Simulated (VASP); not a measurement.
A run of VASP 6.6.1 is set up as follows.

INCAR

```
  ALGO = Normal
  EDIFF = 1E-6
  ENCUT = 400
  GGA = PE
  GGA_COMPAT = False
  ISIF = 2
  ISMEAR = 1
  LASPH = True
  LCHARG = False
  LREAL = False
  LWAVE = False
  NBANDS = 46
  NELM = 120
  PREC = Accurate
  SIGMA = 0.114
```

File KPOINTS:

```
k-points
0
Gamma
  4 4 4
```

POSCAR

```
AgCl
1.0
    0.0000000000      5.4700000000      5.4700000000
    5.4700000000      0.0000000000      5.4700000000
    2.7350000000      2.7350000000      0.0000000000
Ag Cl
4 4
Direct
   -0.0047255027      0.0098015539     -0.0160802559
    0.0005913163      0.4966818099      0.0027190128
    0.4993843693     -0.0038362888     -0.0022919561
    0.5079056673      0.4957073126      0.0099531993
    0.2558199269      0.2558985375      0.5098285192
    0.2403239488      0.7484106033      0.5004065814
    0.7499978976      0.2289308044      0.5193193784
    0.7442553016      0.7717679159      0.4877888483
```

Potentials or basis: VASP PAW PBE potentials, release 64 (Ag, Cl).

Command:

```bash
$ cat potpaw_PBE.64/Ag/POTCAR potpaw_PBE.64/Cl/POTCAR > POTCAR
$ mpirun -np 1 vasp_std > vasp.out
```

(1) Predict the largest force.

(2) Estimate the band gap on the k mesh.

(3) Predict the pressure.

Answers

(1) 0.653 eV/Å.

(2) 0.86 eV.

(3) 4.0 GPa.

Caveat: the cell stands under pressure.
